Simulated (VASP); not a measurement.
A run of VASP 6.6.1:

The input INCAR:

```
  PREC = Accurate
  ENCUT = 600
  EDIFF = 1E-6
  ISMEAR = -1
  SIGMA = 0.0334
  LREAL = False
  LASPH = True
  NELM = 120
  ALGO = Normal
  ISIF = 2
  LWAVE = False
  LCHARG = False
  GGA = PE
  NBANDS = 14
  GGA_COMPAT = False
```

Contents of KPOINTS:

```
regular mesh
0
Gamma
  9 9 9
```

File POSCAR:

```
TaC
1.0
    0.0000000000      2.2029680000      2.2029680000
    2.2029680000      0.0000000000      2.2029680000
    2.2029680000      2.2029680000      0.0000000000
C Ta
1 1
Direct
    0.0000000000      0.0000000000      0.0000000000
    0.5000000000      0.5000000000      0.5000000000
```

Potentials or basis: VASP PAW PBE potentials, release 64 (C, Ta_pv).

Run with:

```bash
$ cat potpaw_PBE.64/C/POTCAR potpaw_PBE.64/Ta_pv/POTCAR > POTCAR
$ mpirun -np 1 vasp_std > vasp.out
```

Hardware: 1 thread of Intel(R) Xeon(R) Platinum 8375C CPU @ 2.90GHz (Ice Lake), on a shared host.

Problem. How long does it take, and how much memory?

Solution. Wall time 11 s on 1 thread of Intel(R) Xeon(R) Platinum 8375C CPU @ 2.90GHz (Ice Lake), with other jobs on the host, peak memory 0.16 GiB. Counts: scf iterations 12, k points 35.
